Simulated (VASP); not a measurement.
# C in VASP: a series of runs

The runs below take C through single point, with r2SCAN.

All numbers are computed with VASP 6.6.1; they aren't measurements. Logs are shortened: lines on timing, memory, paths and dates and some standing lists are left out, and cuts for length are marked.

### 1 The cell of the first run

It takes space group Fmmm (No. 69, orthorhombic). The conventional cell has a = 2.456 Å, b = 4.253 Å, c = 7.117 Å, α = 90.00°, β = 90.00°, γ = 90.00°. C (site symmetry m2m) has 3 C at 1.42 Å within 1.9 Å.

### 2 Single point, r2SCAN

The input, POSCAR:

```
C
1.0
    1.2281302706     -2.1265078747      0.0000000000
    1.2281302706      2.1265078747      0.0000000000
    0.0000000000      0.0000000000      7.1165350709
C
4
Direct
    0.0833306327      0.9166693673      0.7500000000
    0.5833306327      0.4166693673      0.2500000000
    0.9166693673      0.0833306327      0.2500000000
    0.4166693673      0.5833306327      0.7500000000
```

The input, INCAR.step1:

```
PREC     = Accurate       # precision mode
ENCUT    = 520            # plane-wave cutoff, eV
ISMEAR   = -1             # smearing method
SIGMA    = 0.15           # smearing width, eV
LREAL    = F              # projectors in reciprocal space
LASPH    = T              # aspherical terms in the spheres
NELM     = 80             # most SCF steps
NBANDS   = 16             # bands
GGA      = PE             # functional
ALGO     = Normal         # electronic algorithm
EDIFF    = 1E-4           # SCF threshold, eV
LWAVE    = T              # write WAVECAR
LCHARG   = F              # write CHGCAR
```

The input, INCAR.step2:

```
PREC     = Accurate       # precision mode
ENCUT    = 520            # plane-wave cutoff, eV
EDIFF    = 1E-6           # SCF threshold, eV
ISMEAR   = -1             # smearing method
SIGMA    = 0.15           # smearing width, eV
LREAL    = F              # projectors in reciprocal space
LASPH    = T              # aspherical terms in the spheres
NELM     = 80             # most SCF steps
ALGO     = Normal         # electronic algorithm
ISIF     = 2              # what is computed and relaxed
LWAVE    = F              # write WAVECAR
LCHARG   = F              # write CHGCAR
METAGGA  = R2SCAN         # meta-GGA
LMIXTAU  = T            
NBANDS   = 16             # bands
ISTART   = 1
```

The input, KPOINTS:

```
regular mesh
0
Gamma
  18 18 6
```

Potentials or basis: VASP PAW PBE potentials, release 64 (C).

Launch:

```sh
> cat potpaw_PBE.64/C/POTCAR > POTCAR
> cp INCAR.step1 INCAR
> mpirun -np 1 vasp_std > vasp.out
> cp INCAR.step2 INCAR
> mpirun -np 1 vasp_std > vasp.out
```

OUTCAR:

```text
PREC = Accurate
   ENCUT = 520
   EDIFF = 1E-6
   ISMEAR = -1
   LREAL = F
   LASPH = T
   NELM = 80
   ISIF = 2
   METAGGA = R2SCAN
   ISTART = 1

 ion  position               nearest neighbor table
   1  0.083  0.917  0.750-   4 1.42   4 1.42   4 1.42
   2  0.583  0.417  0.250-   3 1.42   3 1.42   3 1.42
   3  0.917  0.083  0.250-   2 1.42   2 1.42   2 1.42
   4  0.417  0.583  0.750-   1 1.42   1 1.42   1 1.42

  LATTYP: Found a base centered orthorhombic cell.
 ALAT       =     2.4562605412
 B/A-ratio  =     1.7315002534
 C/A-ratio  =     2.8973046432

  Lattice vectors:

 A1 = (   1.2281302706,  -2.1265078747,   0.0000000000)
 A2 = (   1.2281302706,   2.1265078747,   0.0000000000)
 A3 = (   0.0000000000,   0.0000000000,   7.1165350709)

Analysis of symmetry for initial positions (statically):
=====================================================================
 Subroutine PRICEL returns following result:

  LATTYP: Found a face centered orthorhombic cell.
 ALAT       =     2.4562605412
 B/A-ratio  =     1.7315002534
 C/A-ratio  =     2.8973046432

  Lattice vectors:

 A1 = (   0.0000000000,  -2.1265078747,  -3.5582675354)
 A2 = (   1.2281302706,   0.0000000000,  -3.5582675354)
 A3 = (   1.2281302706,  -2.1265078747,   0.0000000000)

   2 primitive cells build up your supercell.

 Routine SETGRP: Setting up the symmetry group for a
 base centered orthorhombic supercell.

 Subroutine GETGRP returns: Found  8 space group operations
 (whereof  4 operations were pure point group operations)
 out of a pool of  8 trial point group operations.

The static configuration has the point symmetry C_2h.
 The point group associated with its full space group is D_2h.

Analysis of symmetry for dynamics (positions and initial velocities):
=====================================================================
 Subroutine PRICEL returns following result:

  LATTYP: Found a face centered orthorhombic cell.
 ALAT       =     2.4562605412
 B/A-ratio  =     1.7315002534
 C/A-ratio  =     2.8973046432

  Lattice vectors:

 A1 = (   0.0000000000,  -2.1265078747,  -3.5582675354)
 A2 = (   1.2281302706,   0.0000000000,  -3.5582675354)
 A3 = (   1.2281302706,  -2.1265078747,   0.0000000000)

   2 primitive cells build up your supercell.

 Routine SETGRP: Setting up the symmetry group for a
 base centered orthorhombic supercell.

 Subroutine GETGRP returns: Found  8 space group operations
 (whereof  4 operations were pure point group operations)
 out of a pool of  8 trial point group operations.

The dynamic configuration has the point symmetry C_2h.
 The point group associated with its full space group is D_2h.

 Subroutine INISYM returns: Found  8 space group operations
 (whereof  4 operations are pure point group operations),
 and found     2 'primitive' translations

----------------------------------------------------------------------------------------

                                     Primitive cell

  volume of cell :      18.5857

  direct lattice vectors                    reciprocal lattice vectors
     0.000000000 -2.126507875 -3.558267535    -0.407122935 -0.235127274 -0.140517821
     1.228130271  0.000000000 -3.558267535     0.407122935  0.235127274 -0.140517821
     1.228130271 -2.126507875  0.000000000     0.407122935 -0.235127274  0.140517821

  length of vectors
     4.145274852  3.764249170  2.455674999     0.490692548  0.490692548  0.490692548

  position of ions in fractional coordinates (direct lattice)
     0.333330633  0.166669367  0.833330633
     0.666669367  0.833330633  0.166669367

  ion indices of the primitive-cell ions
   primitive index   ion index
                 1           1
                 2           4

----------------------------------------------------------------------------------------

 KPOINTS: regular mesh

Automatic generation of k-mesh.
 Grid dimensions read from file:
 generate k-points for:   18   18    6

 Generating k-lattice:

  Cartesian coordinates                     Fractional coordinates (reciprocal lattice)
     0.022617941 -0.013062626  0.000000000     0.055555556  0.000000000  0.000000000
     0.022617941  0.013062626  0.000000000     0.000000000  0.055555556  0.000000000
     0.000000000  0.000000000  0.023419637     0.000000000  0.000000000  0.166666667

  Length of vectors
     0.026119025  0.026119025  0.023419637

  Shift w.r.t. Gamma in fractional coordinates (k-lattice)
     0.000000000  0.000000000  0.000000000

 Subroutine IBZKPT returns following result:
 ===========================================

 Found    364 irreducible k-points:

 Following reciprocal coordinates:
            Coordinates               Weight
  0.000000  0.000000  0.000000      1.000000
  0.055556  0.000000  0.000000      4.000000
  0.111111  0.000000  0.000000      4.000000
  0.166667  0.000000  0.000000      4.000000
  0.222222  0.000000  0.000000      4.000000
  0.277778  0.000000  0.000000      4.000000
[... 16 lines left out ...]
 -0.277778  0.055556  0.000000      4.000000
 -0.222222  0.055556  0.000000      4.000000
 [... further k-points ...]
   k-points           NKPTS =    364   k-points in BZ     NKDIM =    364   number of bands    NBANDS=     16
   number of dos      NEDOS =    301   number of ions     NIONS =      4
   total plane-waves  NPLWV =  17496
   dimension x,y,z NGX =    18 NGY =   18 NGZ =   54
   dimension x,y,z NGXF=    36 NGYF=   36 NGZF=  108
   ions per type =               4
   NGX,Y,Z   is equivalent  to a cutoff of  12.19, 12.19, 12.61 a.u.
   NGXF,Y,Z  is equivalent  to a cutoff of  24.37, 24.37, 25.23 a.u.
 SYSTEM =  unknown system
   PREC   = accura    normal or accurate (medium, high low for compatibility)
   ISTART =      1    job   : 0-new  1-cont  2-samecut
   ICHARG =      0    charge: 1-file 2-atom 10-const
   ISPIN  =      1    spin polarized calculation?
   LNONCOLLINEAR =      F non collinear calculations
   LSORBIT =      F    spin-orbit coupling
   LASPH  =      T    aspherical Exc in radial PAW
   ENCUT  =  520.0 eV  38.22 Ry    6.18 a.u.   4.57  4.57 13.23*2*pi/ulx,y,z
   NELM   =     80;   NELMIN=  2; NELMDL=  0     # of ELM steps
   EDIFF  = 0.1E-05   stopping-criterion for ELM
   LREAL  =      F    real-space projection
   EDIFFG = 0.1E-04   stopping-criterion for IOM
   NSW    =      0    number of steps for IOM
   IBRION =     -1    ionic relax: 0-MD 1-quasi-New 2-CG
   NFREE  =      0    steps in history (QN), initial steepest desc. (CG)
   ISIF   =      2    stress and relaxation
   ISYM   =      2    0-nonsym 1-usesym 2-fastsym
   POTIM  = 0.5000    time-step for ionic-motion
   TEBEG  =    0.0;   TEEND  =   0.0 temperature during run
   PSTRESS=    0.0 pullay stress
   NELECT =      16.0000    total number of electrons
   NUPDOWN=      -1.0000    fix difference up-down
   EMIN   =  10.00;   EMAX   =-10.00  energy-range for DOS
   EFERMI =   0.00;   METHOD = LEGACY
   ISMEAR =    -1;   SIGMA  =   0.15  broadening in eV -4-tet -1-fermi 0-gaus
   EFERMI_NEDOS =   21; number of points for ismear=-14 and -15
   IALGO  =     38    algorithm
   IMIX   =      4    mixing-type and parameters
     AMIX     =   0.40;   BMIX     =  1.00
     AMIX_MAG =   1.60;   BMIX_MAG =  1.00
  volume/ion in A,a.u.               =       9.29        62.71
  Fermi-wavevector in a.u.,A,eV,Ry     =   1.236075  2.335843 20.788088  1.527881
  Thomas-Fermi vector in A             =   2.370698
   LORBIT       =      0    0 simple, 1 ext, 2 COOP (PROOUT), +10 PAW based schemes
   METAGGA = R2SCAN    functional components
   LHFCALC =     F    Hartree Fock is set to
   AEXX    =    0.0000 exact exchange contribution
   IVDW    =     0    specifies the selected vdW correction
   LEPSILON=     F    determine dielectric tensor
   LRPA    =     F    only Hartree local field effects (RPA)
 non-spin polarized calculation
  energy-cutoff  :      520.00
  volume of cell :       37.17
 maximum number of plane-waves:      1024
   NGX =  9   NGY =  9   NGZ = 27

 number of electron      15.9999994 magnetization

 Free energy of the ion-electron system (eV)
  ---------------------------------------------------
  ext. energy  EPLUGINS =         0.00000000
  ---------------------------------------------------
  free energy    TOTEN  =       -39.75051816 eV

  energy without entropy =      -39.74576158  energy(sigma->0) =      -39.74813987

 E-fermi :   4.1923     XC(G=0): -10.7223

 val. band max:        4.1866843144   @ k =   0.3333   0.3333   0.5000
 cond. band min:       4.1923000297   @ k =   0.3333   0.3333   0.5000
 fundamental gap:      0.0056157153
 Fermi energy:         4.1922796328

 k-point     1 :       0.0000    0.0000    0.0000
  band No.  band energies     occupation
      1     -16.7476      2.00000
      2     -16.5627      2.00000
      3      -4.6367      2.00000
      4      -3.1547      2.00000
      5       0.9661      2.00000
      6       0.9745      2.00000
[... 8 lines left out ...]
     15      16.6648      0.00000
     16      16.7618      0.00000

 k-point     2 :       0.0556    0.0000    0.0000
  band No.  band energies     occupation
      1     -16.6695      2.00000
      2     -16.4855      2.00000
      3      -4.5424      2.00000
      4      -3.0645      2.00000
      5       0.6450      2.00000
      6       0.6623      2.00000
[... 8 lines left out ...]
     15      16.3624      0.00000
     16      16.4877      0.00000

 k-point     3 :       0.1111    0.0000    0.0000
  band No.  band energies     occupation
      1     -16.4360      2.00000
      2     -16.2545      2.00000
      3      -4.2601      2.00000
      4      -2.7952      2.00000
      5      -0.2436      2.00000
      6      -0.2167      2.00000
[... 8 lines left out ...]
     15      15.5059      0.00000
     16      15.7142      0.00000

 k-point     4 :       0.1667    0.0000    0.0000
  band No.  band energies     occupation
      1     -16.0478      2.00000
      2     -15.8706      2.00000
      3      -3.7928      2.00000
      4      -2.3507      2.00000
      5      -1.5145      2.00000
      6      -1.4749      2.00000
[... 8 lines left out ...]
     15      15.6455      0.00000
     16      15.6456      0.00000
[... 324 lines left out ...]
 k-point    22 :      -0.3333    0.0556    0.0000
  band No.  band energies     occupation
      1     -14.3621      2.00000
      2     -14.2031      2.00000
      3      -5.3393      2.00000
      4      -5.2679      2.00000
      5      -1.9807      2.00000
      6      -1.9634      2.00000
[... 8 lines left out ...]
     15      19.1557      0.00000
     16      19.7263      0.00000

 k-point    23 :      -0.2778    0.0556    0.0000
  band No.  band energies     occupation
      1     -15.1234      2.00000
      2     -14.9561      2.00000
      3      -3.7825      2.00000
      4      -3.7267      2.00000
      5      -2.6893      2.00000
      6      -1.4192      2.00000
[... 8 lines left out ...]
     15      17.7335      0.00000
     16      17.9100      0.00000

 k-point    24 :      -0.2222    0.0556    0.0000
  band No.  band energies     occupation
      1     -15.7384      2.00000
      2     -15.5645      2.00000
      3      -3.4220      2.00000
      4      -2.2833      2.00000
      5      -2.2446      2.00000
      6      -1.9981      2.00000
[... 8 lines left out ...]
     15      16.1346      0.00000
     16      16.2260      0.00000

 [... further k-points ...]

------------------------ aborting loop because EDIFF is reached ----------------------------------------

  FORCE on cell =-STRESS in cart. coord.  units (eV):
  Direction    XX          YY          ZZ          XY          YZ          ZX
  --------------------------------------------------------------------------------------
  -------------------------------------------------------------------------------------
  Total        0.2346383      0.2352398     -0.0241824      0.0000000      0.0000000      0.0000000
  in kB       10.1134546     10.1393780     -1.0423171      0.0000000      0.0000000      0.0000000
  external PRESSURE =       6.4035052 kB  Pullay stress =       0.0000000 kB

 VOLUME and BASIS-vectors are now :
 -----------------------------------------------------------------------------
  energy-cutoff  :      520.00
  volume of cell :       37.17
      direct lattice vectors                 reciprocal lattice vectors
     1.228130271 -2.126507875  0.000000000     0.407122935 -0.235127274  0.000000000
     1.228130271  2.126507875  0.000000000     0.407122935  0.235127274  0.000000000
     0.000000000  0.000000000  7.116535071     0.000000000  0.000000000  0.140517821

 POSITION                                       TOTAL-FORCE (eV/Angst)
 -----------------------------------------------------------------------------------
      1.22813      1.77210      5.33740         0.000000      0.000164     -0.000000
      1.22813     -0.35441      1.77913         0.000000      0.000164      0.000000
      1.22813     -1.77210      1.77913         0.000000     -0.000164      0.000000
      1.22813      0.35441      5.33740         0.000000     -0.000164     -0.000000
 -----------------------------------------------------------------------------------
    total drift:                                0.000000     -0.000000     -0.000000

  FREE ENERGIE OF THE ION-ELECTRON SYSTEM (eV)
  ---------------------------------------------------
  free  energy   TOTEN  =       -39.7505181612 eV

  energy  without entropy=      -39.7457615807  energy(sigma->0) =      -39.74813987
```

It took 6.2 min on 1 thread of Intel Xeon Platinum 8488C (Sapphire Rapids), shared host; peak memory 0.26 GiB.

What came out:

```
Free energy : -39.7505 eV
Pressure    : 0.6 GPa
```

Caveat: the PAW data sets were made with another functional, which shifts forces and pressure a little.

[end of part 1 of 3]
